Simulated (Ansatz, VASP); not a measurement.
# One calculation of Cu, two programs

```
Cu
1.0
     0.00000    1.78307    1.78307
     1.78307    0.00000    1.78307
     1.78307    1.78307    0.00000
Cu
1
Direct
  0.00000 0.00000 0.00000
```

Change from the starting cell: volume scaled by 0.96.

Alike in both runs: task single point; functional PBE; k mesh 19 × 19 × 19; occupations fermi-dirac, width 0.08 eV; no spin polarisation.

```csv
,VASP,Ansatz
version,VASP 6.6.1,Ansatz 0.2.0
potentials or method,"VASP PAW PBE potentials, release 64 (Cu), cutoff 520 eV","all-electron LAPW, scalar-relativistic"
```

```tsv
	VASP	Ansatz	Ansatz less VASP
pressure (GPa)	9.0	8.4	-0.58
```

Ansatz ran all-electron here, and VASP with PAW potentials.
